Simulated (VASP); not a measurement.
# Mg9O8 (a cell with a defect) in VASP: notebook

The runs below take Mg9O8 (a cell with a defect) through relaxation of the atoms, with PBE.

Everything below comes from runs of VASP 6.6.1. Logs are shortened: lines on timing, memory, paths and dates and some standing lists are left out, and cuts for length are marked.

## (1) The cell of the first run

The cell holds a defect, 17 atoms: a = 5.678 Å, b = 5.678 Å, c = 5.678 Å, α = 60.00°, β = 60.00°, γ = 60.00°.

## (2) Relaxation of the atoms, PBE

Input file INCAR:

```
PREC = Accurate
ENCUT = 520
EDIFF = 1E-6
ISMEAR = 0
SIGMA = 0.02
LREAL = Auto
LASPH = True
NELM = 100
ALGO = Normal
ISIF = 2
LWAVE = False
LCHARG = False
GGA = PE
IBRION = 2
NSW = 80
EDIFFG = -0.03
```

Input file KPOINTS:

```
regular mesh
0
Gamma
  3 3 3
```

Input file POSCAR:

```
Mg9O8
1.0
    0.0000000000      4.0150000000      4.0150000000
    4.0150000000      0.0000000000      4.0150000000
    4.0150000000      4.0150000000      0.0000000000
Mg O
9 8
Direct
    0.0000000000      0.0000000000      0.0000000000
    0.0000000000      0.0000000000      0.5000000000
    0.0000000000      0.5000000000      0.0000000000
    0.0000000000      0.5000000000      0.5000000000
    0.5000000000      0.0000000000      0.0000000000
    0.5000000000      0.0000000000      0.5000000000
    0.5000000000      0.5000000000      0.0000000000
    0.5000000000      0.5000000000      0.5000000000
    0.8861403000      0.8694501000      0.8614388000
    0.2500000000      0.2500000000      0.2500000000
    0.2500000000      0.2500000000      0.7500000000
    0.2500000000      0.7500000000      0.2500000000
    0.2500000000      0.7500000000      0.7500000000
    0.7500000000      0.2500000000      0.2500000000
    0.7500000000      0.2500000000      0.7500000000
    0.7500000000      0.7500000000      0.2500000000
    0.7500000000      0.7500000000      0.7500000000
```

Potentials or basis: VASP PAW PBE potentials, release 64 (Mg, O).

On the command line:

```sh
$ cat potpaw_PBE.64/Mg/POTCAR potpaw_PBE.64/O/POTCAR > POTCAR
$ mpirun -np 1 vasp_std > vasp.out
```

OUTCAR:

```text
PREC = Accurate
   ENCUT = 520
   EDIFF = 1E-6
   ISMEAR = 0
   LREAL = Auto
   LASPH = True
   NELM = 100
   ISIF = 2
   GGA = PE
   IBRION = 2
   NSW = 80
   EDIFFG = -0.03

 ion  position               nearest neighbor table
   1  0.000  0.000  0.000-   9 1.78  11 2.01  12 2.01  13 2.01  14 2.01  15 2.01  16 2.01   3 2.84
                             5 2.84   2 2.84   2 2.84   4 2.84   6 2.84   3 2.84   4 2.84   7 2.84
   2  0.000  0.000  0.500-   9 1.68  10 2.01  12 2.01  13 2.01  14 2.01  15 2.01  17 2.01   4 2.84
                             6 2.84   1 2.84   1 2.84   3 2.84   5 2.84   3 2.84   4 2.84   8 2.84
   3  0.000  0.500  0.000-   9 1.71  10 2.01  11 2.01  13 2.01  14 2.01  16 2.01  17 2.01   4 2.84
                             7 2.84   1 2.84   2 2.84   4 2.84   8 2.84   1 2.84   2 2.84   5 2.84
   4  0.000  0.500  0.500-  10 2.01  11 2.01  12 2.01  15 2.01  16 2.01  17 2.01   2 2.84   3 2.84
                             8 2.84   1 2.84   3 2.84   7 2.84   1 2.84   2 2.84   6 2.84   6 2.84
   5  0.500  0.000  0.000-   9 1.79  10 2.01  11 2.01  12 2.01  15 2.01  16 2.01  17 2.01   6 2.84
                             7 2.84   1 2.84   2 2.84   6 2.84   8 2.84   3 2.84   7 2.84   8 2.84
   6  0.500  0.000  0.500-  10 2.01  11 2.01  13 2.01  14 2.01  16 2.01  17 2.01   2 2.84   5 2.84
                             8 2.84   1 2.84   5 2.84   7 2.84   4 2.84   7 2.84   8 2.84   1 2.84
   7  0.500  0.500  0.000-  10 2.01  12 2.01  13 2.01  14 2.01  15 2.01  17 2.01   3 2.84   5 2.84
                             8 2.84   4 2.84   6 2.84   8 2.84   1 2.84   5 2.84   6 2.84   1 2.84
   8  0.500  0.500  0.500-  11 2.01  12 2.01  13 2.01  14 2.01  15 2.01  16 2.01   4 2.84   6 2.84
                             7 2.84   3 2.84   5 2.84   7 2.84   2 2.84   5 2.84   6 2.84   2 2.84
   9  0.886  0.869  0.861-   2 1.68  13 1.69  17 1.70   3 1.71  15 1.77   1 1.78   5 1.79  16 1.80
                             8 3.26   4 3.26   6 3.29   6 3.30   7 3.31   7 3.32   4 3.33   8 3.34
  10  0.250  0.250  0.250-   2 2.01   3 2.01   4 2.01   5 2.01   6 2.01   7 2.01
  11  0.250  0.250  0.750-   1 2.01   3 2.01   4 2.01   5 2.01   6 2.01   8 2.01
  12  0.250  0.750  0.250-   1 2.01   2 2.01   4 2.01   5 2.01   7 2.01   8 2.01
  13  0.250  0.750  0.750-   9 1.69   2 2.01   3 2.01   6 2.01   7 2.01   8 2.01   1 2.01
  14  0.750  0.250  0.250-   1 2.01   2 2.01   3 2.01   6 2.01   7 2.01   8 2.01
  15  0.750  0.250  0.750-   9 1.77   2 2.01   4 2.01   5 2.01   7 2.01   8 2.01   1 2.01
  16  0.750  0.750  0.250-   9 1.80   3 2.01   4 2.01   5 2.01   6 2.01   8 2.01   1 2.01
  17  0.750  0.750  0.750-   9 1.70   3 2.01   4 2.01   5 2.01   6 2.01   7 2.01   2 2.01

 -----------------------------------------------------------------------------
|                                                                             |
|           W    W    AA    RRRRR   N    N  II  N    N   GGGG   !!!           |
|           W    W   A  A   R    R  NN   N  II  NN   N  G    G  !!!           |
|           W    W  A    A  R    R  N N  N  II  N N  N  G       !!!           |
|           W WW W  AAAAAA  RRRRR   N  N N  II  N  N N  G  GGG   !            |
|           WW  WW  A    A  R   R   N   NN  II  N   NN  G    G                |
|           W    W  A    A  R    R  N    N  II  N    N   GGGG   !!!           |
|                                                                             |
|     The distance between some ions is very small. Please check the          |
|     nearest-neighbor list in the OUTCAR file.                               |
|     I HOPE YOU KNOW WHAT YOU ARE DOING!                                     |
|                                                                             |
 -----------------------------------------------------------------------------

  LATTYP: Found a face centered cubic cell.
[... 182 lines left out ...]
   LEPSILON=     F    determine dielectric tensor
   LRPA    =     F    only Hartree local field effects (RPA)
 conjugate gradient relaxation of ions
 non-spin polarized calculation
 Gauss-broadening in eV      SIGMA  =   0.02
  energy-cutoff  :      520.00
  volume of cell :      129.45
 maximum number of plane-waves:      3498
 NGX is ok and might be reduce to    42
   NGX = 21   NGY = 21   NGZ = 21

--------------------------------------- Ionic step        1  -------------------------------------------

 number of electron      66.0000035 magnetization

 Free energy of the ion-electron system (eV)
  ---------------------------------------------------
  ext. energy  EPLUGINS =         0.00000000
  ---------------------------------------------------
  free energy    TOTEN  =       -67.04119719 eV

  energy without entropy =      -67.04030457  energy(sigma->0) =      -67.04075088

------------------------ aborting loop because EDIFF is reached ----------------------------------------

  FORCE on cell =-STRESS in cart. coord.  units (eV):
  Direction    XX          YY          ZZ          XY          YZ          ZX
  --------------------------------------------------------------------------------------
  -------------------------------------------------------------------------------------
  Total       74.6365627     75.2533484     75.2088237      0.2276774     -0.2080776     -0.3131304
  in kB      923.7949172    931.4290239    930.8779310      2.8180182     -2.5754269     -3.8756916
  external PRESSURE =     928.7006240 kB  Pullay stress =       0.0000000 kB
[... 134 lines left out ...]
  FREE ENERGIE OF THE ION-ELECTRON SYSTEM (eV)
  ---------------------------------------------------
  free  energy   TOTEN  =       -73.1353981670 eV

  energy  without entropy=      -73.1353981670  energy(sigma->0) =      -73.13539817

[... ionic steps 4 to 12 ...]

--------------------------------------- Ionic step       13  -------------------------------------------

 number of electron      65.9999995 magnetization

------------------------ aborting loop because EDIFF is reached ----------------------------------------
[... 97 lines left out ...]
--------------------------------------- Ionic step       15  -------------------------------------------

 number of electron      65.9999995 magnetization

 Free energy of the ion-electron system (eV)
  ---------------------------------------------------
  ext. energy  EPLUGINS =         0.00000000
  ---------------------------------------------------
  free energy    TOTEN  =       -73.71334219 eV

  energy without entropy =      -73.70978843  energy(sigma->0) =      -73.71156531

 E-fermi :  12.9045     XC(G=0): -12.1554

 val. band max:       12.9034731886   @ k =   0.3333  -0.3333  -0.3333
 cond. band min:      12.9117251209   @ k =  -0.3333   0.3333   0.0000
 fundamental gap:      0.0082519323
 Fermi energy:        12.9045400877

 k-point     1 :       0.0000    0.0000    0.0000
  band No.  band energies     occupation
      1     -13.3021      2.00000
      2     -11.7073      2.00000
      3     -11.6853      2.00000
      4     -11.6674      2.00000
      5     -11.5691      2.00000
      6     -11.1098      2.00000
[... 663 lines left out ...]
  FREE ENERGIE OF THE ION-ELECTRON SYSTEM (eV)
  ---------------------------------------------------
  free  energy   TOTEN  =       -73.7133421936 eV

  energy  without entropy=      -73.7097884290  energy(sigma->0) =      -73.71156531

 reached required accuracy - stopping structural energy minimisation
```

OSZICAR:

```text
N       E                     dE             d eps       ncg     rms          rms(c)
DAV:   1     0.401359434337E+03    0.40136E+03   -0.34992E+04  1224   0.148E+03
DAV:   2    -0.577750796575E+02   -0.45913E+03   -0.45133E+03  1492   0.317E+02
DAV:   3    -0.813189261648E+02   -0.23544E+02   -0.23349E+02  1438   0.746E+01
[... 132 lines left out ...]
DAV:   1    -0.737132880684E+02   -0.18393E-03   -0.36828E-02  1176   0.110E+00    0.260E-02
DAV:   2    -0.737133487626E+02   -0.60694E-04   -0.73221E-04  1438   0.148E-01    0.149E-02
DAV:   3    -0.737133439555E+02    0.48071E-05   -0.12963E-05  1408   0.235E-02    0.859E-03
DAV:   4    -0.737133422856E+02    0.16699E-05   -0.50565E-06  1398   0.151E-02    0.294E-03
DAV:   5    -0.737133421936E+02    0.91987E-07   -0.12626E-06   776   0.763E-03
  15 F= -.73713342E+02 E0= -.73711565E+02  d E =-.238985E-03
```

Wall time 11 min (1 thread of Intel Xeon 6975P-C (Granite Rapids), shared host); peak memory 0.28 GiB.

What came out:

| Property | Result |
| --- | --- |
| Free energy | -73.7133 eV |
| Energy gained by relaxing | 392.5 meV/atom |
| Ionic steps | 15 |
| Pressure after relaxing | 91.0 GPa |
| Largest force after relaxing | 0.022 eV/Å |
| Band gap on the k mesh | zero (bands 33 and 34 overlap by 0.58 eV) |

Forces in eV/Å, atoms in the order of the input:
```
Mg  -0.006  0.004  0.010
Mg  -0.009  0.005 -0.002
Mg  -0.012 -0.004  0.006
Mg  -0.008  0.008  0.009
Mg  -0.004 -0.010 -0.005
Mg   0.011 -0.008  0.008
Mg   0.014  0.010 -0.010
Mg  -0.009 -0.008 -0.008
Mg   0.008 -0.003 -0.001
O    0.000  0.005  0.007
O   -0.016 -0.011  0.011
O   -0.013  0.008 -0.007
O    0.011 -0.005 -0.009
O   -0.002 -0.005 -0.004
O    0.013 -0.004  0.004
O    0.014  0.010 -0.011
O    0.009  0.008  0.002
```

Stress tensor (GPa, compression positive):
```
90.89  0.09 -0.05
 0.09 91.09 -0.30
-0.05 -0.30 91.07
```

The path:
```
step  energy change (eV)  largest force (eV/Å)  pressure (GPa)
   1              0.0000               12.6437           92.87
   2              3.9738               20.2618          117.13
   3             -6.0942                1.9954           92.99
   4             -6.0964                1.9193           92.85
   5             -6.4802                1.6222           91.03
   6             -6.4814                1.7834           91.13
   7             -6.6174                0.9687           90.53
   8             -6.6428                0.6362           90.69
   9             -6.6681                0.3195           91.16
  10             -6.6697                0.2219           91.05
  11             -6.6707                0.1864           90.99
  12             -6.6714                0.0678           91.01
  13             -6.6718                0.0326           91.01
  14             -6.6719                0.0467           91.01
  15             -6.6721                0.0224           91.02
```

Final structure:
```
Mg O
1.0
     0.00000    4.01500    4.01500
     4.01500    0.00000    4.01500
     4.01500    4.01500    0.00000
Mg O
9 8
Direct
  0.02147 0.02061 0.02017
  0.02273 0.02211 0.43254
  0.02216 0.43473 0.02107
  0.00104 0.49962 0.49941
  0.43834 0.02045 0.02002
  0.49980 0.00163 0.49887
  0.49957 0.49883 0.00215
  0.49998 0.49959 0.49936
  0.87856 0.87337 0.87037
  0.25959 0.25921 0.25906
  0.25971 0.25934 0.72134
  0.25966 0.72165 0.25913
  0.26553 0.74492 0.74604
  0.72223 0.25922 0.25906
  0.74550 0.26138 0.74749
  0.74661 0.74759 0.25908
  0.74367 0.74522 0.74627
```

Caveat: the k points lie up to 0.45 Å⁻¹ apart, too coarse for converged energies and pressures of a metal.

## (3) Relaxation of the atoms, PBE

Input file INCAR:

```
SYSTEM = Mg9O8
ALGO = Normal
EDIFF = 1E-6
EDIFFG = -0.03
ENCUT = 520
GGA = PE
IBRION = 2
ISIF = 2
ISMEAR = 0
LASPH = .TRUE.
LCHARG = .FALSE.
LREAL = Auto
LWAVE = .FALSE.
NELM = 80
NSW = 80
PREC = Accurate
SIGMA = 0.02
```

Input file KPOINTS:

```
k-points
0
G
  3 3 3
  0 0 0
```

POSCAR, as its differences from that of step 2:

```diff
@@ -16,3 +16,3 @@
     0.5000000000      0.5000000000      0.5000000000
-    0.8861403000      0.8694501000      0.8614388000
+    1.1232297600      0.6324804000      1.1390505200
     0.2500000000      0.2500000000      0.2500000000
```

Potentials or basis: VASP PAW PBE potentials, release 64 (Mg, O).

On the command line:

```sh
$ cat potpaw_PBE.64/Mg/POTCAR potpaw_PBE.64/O/POTCAR > POTCAR
$ mpirun -np 1 vasp_std > vasp.out
```

It took 12 min on 1 thread of Intel Xeon 6975P-C (Granite Rapids), shared host; peak memory 0.28 GiB.

The run converged. Its results:

- Free energy: -73.7133 eV
- Energy gained by relaxing: 397.6 meV/atom
- Ionic steps: 17
- Pressure after relaxing: 91.0 GPa
- Largest force after relaxing: 0.024 eV/Å
- Band gap on the k mesh: zero (bands 33 and 34 overlap by 0.58 eV)

Forces in eV/Å, atoms in the order of the input:
```
Mg   0.007 -0.002  0.006
Mg  -0.002  0.003  0.002
Mg  -0.009 -0.008 -0.007
Mg   0.011  0.010 -0.005
Mg   0.004  0.006 -0.007
Mg   0.002  0.002  0.001
Mg   0.000  0.003  0.003
Mg   0.003 -0.006  0.006
Mg  -0.016 -0.008  0.001
O   -0.002  0.003  0.004
O    0.004  0.005  0.002
O   -0.015 -0.015 -0.012
O    0.001  0.003  0.001
O    0.005  0.002  0.002
O    0.003 -0.001 -0.003
O    0.000 -0.001  0.004
O    0.006  0.003  0.001
```

Stress tensor (GPa, compression positive):
```
90.90 -0.03 -0.13
-0.03 91.03 -0.26
-0.13 -0.26 91.10
```

Step by step:
| step | energy change (eV) | largest force (eV/Å) | pressure (GPa) |
| --- | --- | --- | --- |
| 1 | 0.0000 | 12.6653 | 92.98 |
| 2 | 4.2930 | 20.4322 | 117.97 |
| 3 | -6.1395 | 2.0980 | 92.98 |
| 4 | -6.1421 | 2.0175 | 92.83 |
| 5 | -6.5071 | 2.4873 | 91.54 |
| 6 | -6.5205 | 1.7983 | 91.22 |
| 7 | -6.7249 | 0.7347 | 90.59 |
| 8 | -6.7272 | 0.6123 | 90.68 |
| 9 | -6.7523 | 0.4336 | 91.13 |
| 10 | -6.7552 | 0.2270 | 91.00 |
| 11 | -6.7573 | 0.2538 | 91.01 |
| 12 | -6.7581 | 0.1142 | 91.00 |
| 13 | -6.7587 | 0.0483 | 91.01 |
| 14 | -6.7587 | 0.0642 | 91.02 |
| 15 | -6.7592 | 0.0334 | 91.02 |
| 16 | -6.7593 | 0.0375 | 91.03 |
| 17 | -6.7594 | 0.0242 | 91.01 |

Final structure:
```
CELL_PARAMETERS angstrom
0.00000 4.01500 4.01500
4.01500 0.00000 4.01500
4.01500 4.01500 0.00000
ATOMIC_POSITIONS crystal
Mg 0.97818 0.06548 0.97926
Mg 0.99873 0.00067 0.50091
Mg 0.97924 0.47994 0.98045
Mg 0.97773 0.47830 0.56728
Mg 0.50096 0.00140 0.99757
Mg 0.50008 0.00033 0.50052
Mg 0.56337 0.47933 0.97983
Mg 0.50065 0.49814 0.50134
Mg 0.12391 0.62688 0.12934
O 0.25404 0.23875 0.25238
O 0.27806 0.24085 0.74092
O 0.25682 0.75560 0.25446
O 0.25317 0.75244 0.74057
O 0.74044 0.24056 0.27907
O 0.74086 0.24100 0.74109
O 0.73645 0.75416 0.25330
O 0.74055 0.77865 0.74077
```

Levels at points of the mesh, in eV from the Fermi level:
```csv
k point,band 31,band 32,band 33,band 34,band 35,band 36
"(0.00, 0.00, 0.00)",-8.07,-8.06,-2.33,-0.55,0.28,0.28
```

Caveat: the k points lie up to 0.45 Å⁻¹ apart, too coarse for converged energies and pressures of a metal.
